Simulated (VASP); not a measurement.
The system is CaSe.

```
Se Ca
1.0
     0.00000    2.93616    2.93616
     2.93616    0.00000    2.93616
     2.93616    2.93616    0.00000
Se Ca
1 1
Direct
  0.50000 0.50000 0.50000
  0.00000 0.00000 0.00000
```

Base run:

```yaml
Program: VASP 6.6.1
Functional: r2SCAN
Potentials_or_basis: VASP PAW PBE potentials, release 64 (Se, Ca_sv)
Cutoff: 520 eV
k_mesh: 8 × 8 × 8
Occupations: fermi-dirac, width 0.05 eV
Spin: no spin polarisation
```

Its results: band gap on the k mesh 2.44 eV, indirect (least direct gap 3.41 eV); pressure 2.0 GPa.

After a change of settings the same cell gave: band gap on the k mesh 1.97 eV, indirect (least direct gap 2.92 eV); pressure 2.5 GPa. Which change was it?
A. functional from r2SCAN to PBE
B. functional from r2SCAN to PBEsol
C. functional from r2SCAN to LDA; potentials or basis from VASP PAW PBE potentials, release 64 (Se, Ca_sv) to VASP PAW LDA potentials, release 64 (Se, Ca_sv)

A.

r2SCAN gives the wider gap, since meta-GGAs in the generalised Kohn-Sham scheme recover part of the derivative discontinuity.

Caveats: the PAW data sets were made with another functional, which shifts forces and pressure a little (some runs).
